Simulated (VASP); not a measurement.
# Eu (Im-3m) in VASP: single point with r2SCAN

Aim: the single point of Eu with r2SCAN.

Program: VASP 6.6.1. These are calculated values, not measurements. Logs are shortened: lines on timing, memory, paths and dates and some standing lists are left out, and cuts for length are marked.

### 1 The cell of the first run

Symmetry: Im-3m, No. 229, cubic system. Conventional cell: a = 4.524 Å, b = 4.524 Å, c = 4.524 Å, α = 90.00°, β = 90.00°, γ = 90.00°. Eu (site symmetry m-3m) has 14 Eu at 3.92 to 4.52 Å within 5.1 Å.

### 2 Single point, r2SCAN, collinear spin, ferromagnetic start

File POSCAR:

```
Eu
1.0
   -4.5239998800      4.5239998800      4.5239998800
    2.2619999400     -2.2619999400      2.2619999400
    2.2619999400      2.2619999400     -2.2619999400
Eu
2
Direct
    0.0000000000      0.0000000000      0.0000000000
    0.5000000000      0.0000000000      0.0000000000
```

File INCAR.step1:

```
SYSTEM = Eu
ALGO = Normal
EDIFF = 1E-4
ENCUT = 520
GGA = PE
ISMEAR = 1
ISPIN = 2
LASPH = .True.
LCHARG = .False.
LMAXMIX = 6
LREAL = .False.
LWAVE = .True.
MAGMOM = 7.3 7.3
NBANDS = 28
NELM = 150
PREC = Accurate
SIGMA = 0.0776
```

File INCAR.step2:

```
SYSTEM = Eu
ALGO = Normal
EDIFF = 1E-7
ENCUT = 520
ISIF = 2
ISMEAR = 1
ISPIN = 2
ISTART = 1
LASPH = .True.
LCHARG = .False.
LMAXMIX = 6
LMIXTAU = .True.
LORBIT = 11
LREAL = .False.
LWAVE = .False.
MAGMOM = 7.3 7.3
METAGGA = R2SCAN
NBANDS = 28
NELM = 150
PREC = Accurate
SIGMA = 0.0776
```

File KPOINTS:

```
k-points
0
Gamma
  3 6 6
  0 0 0
```

Potentials or basis: VASP PAW PBE potentials, release 64 (Eu).

Launch:

```bash
> cat potpaw_PBE.64/Eu/POTCAR > POTCAR
> cp INCAR.step1 INCAR
> mpirun -np 1 vasp_std > vasp.out
> cp INCAR.step2 INCAR
> mpirun -np 1 vasp_std > vasp.out
```

OUTCAR:

```text
SYSTEM = Eu
   EDIFF = 1E-7
   ENCUT = 520
   ISIF = 2
   ISMEAR = 1
   ISPIN = 2
   ISTART = 1
   LASPH = .True.
   LORBIT = 11
   LREAL = .False.
   METAGGA = R2SCAN
   NELM = 150
   PREC = Accurate

 ion  position               nearest neighbor table
   1  0.000  0.000  0.000-
   2  0.500  0.000  0.000-

  LATTYP: Found a base centered orthorhombic cell.
 ALAT       =     4.5239998800
 B/A-ratio  =     1.4142135624
 C/A-ratio  =     1.4142135624

  Lattice vectors:

 A1 = (   2.2619999400,  -2.2619999400,   2.2619999400)
 A2 = (   2.2619999400,   2.2619999400,  -2.2619999400)
 A3 = (   0.0000000000,   4.5239998800,   4.5239998800)

Analysis of symmetry for initial positions (statically):
=====================================================================
 Subroutine PRICEL returns following result:

  LATTYP: Found a body centered cubic cell.
 ALAT       =     4.5239998800

  Lattice vectors:

 A1 = (  -2.2619999400,   2.2619999400,   2.2619999400)
 A2 = (   2.2619999400,  -2.2619999400,   2.2619999400)
 A3 = (   2.2619999400,   2.2619999400,  -2.2619999400)

   2 primitive cells build up your supercell.

 Routine SETGRP: Setting up the symmetry group for a
 base centered orthorhombic supercell.

 Subroutine GETGRP returns: Found  8 space group operations
 (whereof  8 operations were pure point group operations)
 out of a pool of  8 trial point group operations.

The static configuration has the point symmetry D_2h.

Analysis of symmetry for dynamics (positions and initial velocities):
=====================================================================
 Subroutine PRICEL returns following result:

  LATTYP: Found a body centered cubic cell.
 ALAT       =     4.5239998800

  Lattice vectors:

 A1 = (  -2.2619999400,   2.2619999400,   2.2619999400)
 A2 = (   2.2619999400,  -2.2619999400,   2.2619999400)
 A3 = (   2.2619999400,   2.2619999400,  -2.2619999400)

   2 primitive cells build up your supercell.

 Routine SETGRP: Setting up the symmetry group for a
 base centered orthorhombic supercell.

 Subroutine GETGRP returns: Found  8 space group operations
 (whereof  8 operations were pure point group operations)
 out of a pool of  8 trial point group operations.

The dynamic configuration has the point symmetry D_2h.

Analysis of structural, dynamic, and magnetic symmetry:
=====================================================================
 Subroutine PRICEL returns following result:

  LATTYP: Found a body centered cubic cell.
 ALAT       =     4.5239998800

  Lattice vectors:

 A1 = (  -2.2619999400,   2.2619999400,   2.2619999400)
 A2 = (   2.2619999400,  -2.2619999400,   2.2619999400)
 A3 = (   2.2619999400,   2.2619999400,  -2.2619999400)

   2 primitive cells build up your supercell.

 Routine SETGRP: Setting up the symmetry group for a
 base centered orthorhombic supercell.

 Subroutine GETGRP returns: Found  8 space group operations
 (whereof  8 operations were pure point group operations)
 out of a pool of  8 trial point group operations.

The overall configuration has the point symmetry D_2h.

 Subroutine INISYM returns: Found  8 space group operations
 (whereof  8 operations are pure point group operations),
 and found     2 'primitive' translations

----------------------------------------------------------------------------------------

                                     Primitive cell

  volume of cell :      46.2954

  direct lattice vectors                    reciprocal lattice vectors
    -2.261999940  2.261999940  2.261999940     0.000000000  0.221043330  0.221043330
     2.261999940 -2.261999940  2.261999940     0.221043330  0.000000000  0.221043330
     2.261999940  2.261999940 -2.261999940     0.221043330  0.221043330  0.000000000

  length of vectors
     3.917898823  3.917898823  3.917898823     0.312602476  0.312602476  0.312602476

  position of ions in fractional coordinates (direct lattice)
     0.000000000  0.000000000  0.000000000

  ion indices of the primitive-cell ions
   primitive index   ion index
                 1           1

----------------------------------------------------------------------------------------

 KPOINTS: k-points

Automatic generation of k-mesh.
 Grid dimensions read from file:
 generate k-points for:    3    6    6

 Generating k-lattice:

  Cartesian coordinates                     Fractional coordinates (reciprocal lattice)
     0.000000000  0.036840555  0.036840555     0.333333333  0.000000000  0.000000000
     0.036840555  0.000000000  0.036840555     0.000000000  0.166666667  0.000000000
     0.036840555  0.036840555  0.000000000     0.000000000  0.000000000  0.166666667

  Length of vectors
     0.052100413  0.052100413  0.052100413

  Shift w.r.t. Gamma in fractional coordinates (k-lattice)
     0.000000000  0.000000000  0.000000000

 Subroutine IBZKPT returns following result:
 ===========================================

 Found     26 irreducible k-points:

 Following reciprocal coordinates:
            Coordinates               Weight
  0.000000  0.000000  0.000000      1.000000
  0.333333  0.000000  0.000000      2.000000
  0.000000  0.166667  0.000000      8.000000
  0.333333  0.166667  0.000000      4.000000
  0.000000  0.333333  0.000000      8.000000
 -0.333333  0.333333  0.000000      4.000000
[... 16 lines left out ...]
  0.000000 -0.333333  0.333333      2.000000
  0.333333 -0.333333  0.333333      4.000000
 [... further k-points ...]
   k-points           NKPTS =     26   k-points in BZ     NKDIM =     26   number of bands    NBANDS=     28
   number of dos      NEDOS =    301   number of ions     NIONS =      2
   total plane-waves  NPLWV =  54000
   dimension x,y,z NGX =    60 NGY =   30 NGZ =   30
   dimension x,y,z NGXF=   120 NGYF=   60 NGZF=   60
   ions per type =               2
   NGX,Y,Z   is equivalent  to a cutoff of  12.73, 12.73, 12.73 a.u.
   NGXF,Y,Z  is equivalent  to a cutoff of  25.46, 25.46, 25.46 a.u.
 SYSTEM =  Eu
   PREC   = accura    normal or accurate (medium, high low for compatibility)
   ISTART =      1    job   : 0-new  1-cont  2-samecut
   ICHARG =      0    charge: 1-file 2-atom 10-const
   ISPIN  =      2    spin polarized calculation?
   LNONCOLLINEAR =      F non collinear calculations
   LSORBIT =      F    spin-orbit coupling
   LASPH  =      T    aspherical Exc in radial PAW
   ENCUT  =  520.0 eV  38.22 Ry    6.18 a.u.  14.57  7.28  7.28*2*pi/ulx,y,z
   NELM   =    150;   NELMIN=  2; NELMDL=  0     # of ELM steps
   EDIFF  = 0.1E-06   stopping-criterion for ELM
   LREAL  =      F    real-space projection
   EDIFFG = 0.1E-05   stopping-criterion for IOM
   NSW    =      0    number of steps for IOM
   IBRION =     -1    ionic relax: 0-MD 1-quasi-New 2-CG
   NFREE  =      0    steps in history (QN), initial steepest desc. (CG)
   ISIF   =      2    stress and relaxation
   ISYM   =      2    0-nonsym 1-usesym 2-fastsym
   POTIM  = 0.5000    time-step for ionic-motion
   TEBEG  =    0.0;   TEEND  =   0.0 temperature during run
   PSTRESS=    0.0 pullay stress
   NELECT =      34.0000    total number of electrons
   NUPDOWN=      -1.0000    fix difference up-down
   EMIN   =  10.00;   EMAX   =-10.00  energy-range for DOS
   EFERMI =   0.00;   METHOD = LEGACY
   ISMEAR =     1;   SIGMA  =   0.08  broadening in eV -4-tet -1-fermi 0-gaus
   EFERMI_NEDOS =   21; number of points for ismear=-14 and -15
   IALGO  =     38    algorithm
   IMIX   =      4    mixing-type and parameters
     AMIX     =   0.40;   BMIX     =  1.00
     AMIX_MAG =   1.60;   BMIX_MAG =  1.00
  volume/ion in A,a.u.               =      46.30       312.42
  Fermi-wavevector in a.u.,A,eV,Ry     =   1.172317  2.215359 18.698869  1.374328
  Thomas-Fermi vector in A             =   2.308748
   LORBIT       =     11    0 simple, 1 ext, 2 COOP (PROOUT), +10 PAW based schemes
   METAGGA = R2SCAN    functional components
   LHFCALC =     F    Hartree Fock is set to
   AEXX    =    0.0000 exact exchange contribution
   IVDW    =     0    specifies the selected vdW correction
   LEPSILON=     F    determine dielectric tensor
   LRPA    =     F    only Hartree local field effects (RPA)
 spin polarized calculation
 Methfessel and Paxton  Order N= 1 SIGMA  =   0.08
  energy-cutoff  :      520.00
  volume of cell :       92.59
 maximum number of plane-waves:      2514
 NGX is ok and might be reduce to    60
   NGX = 29   NGY = 15   NGZ = 15

 number of electron      33.9999996 magnetization      15.3950529

 Free energy of the ion-electron system (eV)
  ---------------------------------------------------
  ext. energy  EPLUGINS =         0.00000000
  ---------------------------------------------------
  free energy    TOTEN  =       -79.30869093 eV

  energy without entropy =      -79.30989401  energy(sigma->0) =      -79.30909196

 E-fermi :   1.7102     XC(G=0):  -8.8913

 val. band max:        1.7101961102   @ k =   0.3333   0.3333   0.1667
 cond. band min:       1.7102449457   @ k =   0.3333   0.3333   0.3333
 fundamental gap:      0.0000488355
 Fermi energy:         1.7102262875

 spin component 1

 k-point     1 :       0.0000    0.0000    0.0000
  band No.  band energies     occupation
      1     -41.4250      1.00000
      2     -41.4011      1.00000
      3     -19.7726      1.00000
      4     -19.5462      1.00000
      5     -19.4427      1.00000
      6     -19.4404      1.00000
[... 20 lines left out ...]
     27       3.7570      0.00000
     28       3.7571      0.00000

 k-point     2 :       0.3333    0.0000    0.0000
  band No.  band energies     occupation
      1     -41.4190      1.00000
      2     -41.4071      1.00000
      3     -19.6925      1.00000
      4     -19.5265      1.00000
      5     -19.5201      1.00000
      6     -19.4671      1.00000
[... 674 lines left out ...]
 k-point    24 :       0.3333   -0.3333    0.3333
  band No.  band energies     occupation
      1     -41.4022      1.00000
      2     -41.3926      1.00000
      3     -19.6765      1.00000
      4     -19.6580      1.00000
      5     -19.6097      1.00000
      6     -19.6096      1.00000
[... 20 lines left out ...]
     27       3.1919     -0.00000
     28       4.1158      0.00000

 [... further k-points ...]

 spin component 2

 k-point     1 :       0.0000    0.0000    0.0000
  band No.  band energies     occupation
      1     -37.6606      1.00000
      2     -37.6274      1.00000
      3     -17.1486      1.00000
      4     -16.8607      1.00000
      5     -16.7221      1.00000
      6     -16.7215      1.00000
[... 20 lines left out ...]
     27       7.7971      0.00000
     28       7.7990      0.00000

 k-point     2 :       0.3333    0.0000    0.0000
  band No.  band energies     occupation
      1     -37.6523      1.00000
      2     -37.6357      1.00000
      3     -17.0464      1.00000
      4     -16.8332      1.00000
      5     -16.8263      1.00000
      6     -16.7568      1.00000
[... 674 lines left out ...]
 k-point    24 :       0.3333   -0.3333    0.3333
  band No.  band energies     occupation
      1     -37.6290      1.00000
      2     -37.6153      1.00000
      3     -17.0264      1.00000
      4     -17.0035      1.00000
      5     -16.9440      1.00000
      6     -16.9440      1.00000
[... 20 lines left out ...]
     27       7.8115      0.00000
     28       7.8552      0.00000

 [... further k-points ...]

------------------------ aborting loop because EDIFF is reached ----------------------------------------

  FORCE on cell =-STRESS in cart. coord.  units (eV):
  Direction    XX          YY          ZZ          XY          YZ          ZX
  --------------------------------------------------------------------------------------
  -------------------------------------------------------------------------------------
  Total       -0.5588068     -0.5588401     -0.5588401      0.0000000      0.0001253      0.0000000
  in kB       -9.6695118     -9.6700865     -9.6700865      0.0000000      0.0021690      0.0000000
  external PRESSURE =      -9.6698949 kB  Pullay stress =       0.0000000 kB

 VOLUME and BASIS-vectors are now :
 -----------------------------------------------------------------------------
  energy-cutoff  :      520.00
  volume of cell :       92.59
      direct lattice vectors                 reciprocal lattice vectors
    -4.523999880  4.523999880  4.523999880     0.000000000  0.110521665  0.110521665
     2.261999940 -2.261999940  2.261999940     0.221043330  0.000000000  0.221043330
     2.261999940  2.261999940 -2.261999940     0.221043330  0.221043330  0.000000000

 POSITION                                       TOTAL-FORCE (eV/Angst)
 -----------------------------------------------------------------------------------
      0.00000      0.00000      0.00000         0.000000      0.000000     -0.000000
     -2.26200      2.26200      2.26200        -0.000000     -0.000000      0.000000
 -----------------------------------------------------------------------------------
    total drift:                               -0.000000     -0.000000      0.000000

  FREE ENERGIE OF THE ION-ELECTRON SYSTEM (eV)
  ---------------------------------------------------
  free  energy   TOTEN  =       -79.3086909281 eV

  energy  without entropy=      -79.3098940118  energy(sigma->0) =      -79.30909196

 total charge

# of ion       s       p       d       f       tot
--------------------------------------------------
    1        2.080   5.765   0.245   6.694  14.785
    2        2.080   5.765   0.245   6.694  14.785
--------------------------------------------------
tot          4.160  11.531   0.490  13.388  29.569

 magnetization (x)

# of ion       s       p       d       f       tot
--------------------------------------------------
    1       -0.011  -0.156   0.169   6.693   6.695
    2       -0.011  -0.156   0.169   6.693   6.695
--------------------------------------------------
tot         -0.023  -0.312   0.339  13.387  13.391
```

It took 12 min on 1 thread of Intel Xeon Platinum 8259CL at 2.50GHz (Skylake/Cascade Lake), shared host; peak memory 0.35 GiB.

What came out:

- Free energy: -79.3087 eV
- Pressure: -1.0 GPa
- Net moment: 15.40 μB per cell
- Site moments: Eu +6.70 μB
- Valence electrons inside the program's atomic spheres: Eu 14.79

Caveat: the PAW data sets were made with another functional, which shifts forces and pressure a little; spin-orbit coupling is left out, which moves the levels of the heavy elements; semilocal functionals describe open f shells poorly, which spoils levels, moments and volumes.
